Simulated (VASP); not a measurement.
## SnO: single point with PBE

Crystal: SnO.

```
Sn O
1.0
     2.50000   -2.86000    0.00000
     2.50000    2.86000    0.00000
     0.00000    0.00000   11.12000
Sn O
4 4
Direct
  0.00000 0.00000 0.00000
  0.00000 0.00000 0.50000
  0.55900 0.44100 0.25400
  0.44100 0.55900 0.75400
  0.93000 0.43000 0.38000
  0.07000 0.57000 0.88000
  0.57000 0.07000 0.38000
  0.43000 0.93000 0.88000
```

* Program: VASP 6.6.1
* Task: single point
* Functional: PBE
* Potentials or basis: VASP PAW PBE potentials, release 64 (Sn_d, O)
* Cutoff: 520 eV
* k mesh: 10 × 10 × 4
* Occupations: tetrahedron
* Spin: no spin polarisation
* Dipole correction: no
* Further INCAR settings: ALGO = Normal; EDIFF = 1e-07; NBANDS = 50

```json
{
 "Pressure": "10.2 GPa",
 "Largest force": "8.969 eV/Å",
 "Band gap on the k mesh": "zero (bands 40 and 41 overlap by 0.36 eV)"
}
```

Forces in eV/Å, atoms in the order of the input:
```
Sn   0.000  0.941 -1.078
Sn   0.000 -0.941 -1.078
Sn   0.000  2.246 -1.127
Sn   0.000 -2.246 -1.127
O    8.881 -0.597  1.103
O   -8.881  0.597  1.103
O   -8.881 -0.597  1.103
O    8.881  0.597  1.103
```

Stress tensor (GPa, compression positive):
```
31.08  0.00  0.00
 0.00  0.30  0.00
 0.00  0.00 -0.76
```

Levels at points of the mesh, in eV from the Fermi level:
```tsv
k point	band 36	band 37	band 38	band 39	band 40	band 41	band 42	band 43	band 44	band 45
(0.00, 0.00, 0.00)	-3.26	-3.25	-1.56	-0.05	-0.02	0.88	2.24	2.33	2.61	3.00
(0.50, 0.00, 0.00)	-3.62	-2.92	-2.59	-1.55	-1.35	0.86	0.88	1.17	1.35	3.67
(0.50, 0.50, 0.00)	-2.82	-2.32	-2.32	-0.85	-0.68	0.00	0.36	0.45	1.39	1.50
(0.00, 0.00, 0.50)	-3.25	-2.54	-2.54	-0.03	-0.03	1.53	1.53	2.74	2.74	2.85
(0.50, 0.00, 0.50)	-3.77	-2.87	-2.87	-1.38	-1.38	0.67	0.67	1.48	1.48	3.64
(0.50, 0.50, 0.50)	-2.88	-2.32	-2.32	-0.43	-0.43	-0.27	-0.27	0.65	0.65	2.62
```

Wall time 7.1 min on 1 thread of Intel(R) Xeon(R) 6975P-C (Granite Rapids), with other jobs on the host, peak memory 0.6 GiB.

Caveat: the cell stands under pressure; semilocal functionals underestimate gaps, so a narrow gap can read as zero; spin-orbit coupling is left out, which moves the levels of the heavy elements; forces of over 1 eV/Å act on the atoms, so gaps and moduli don't describe the material at rest; tetrahedron occupations give inexact forces and stress in metals.
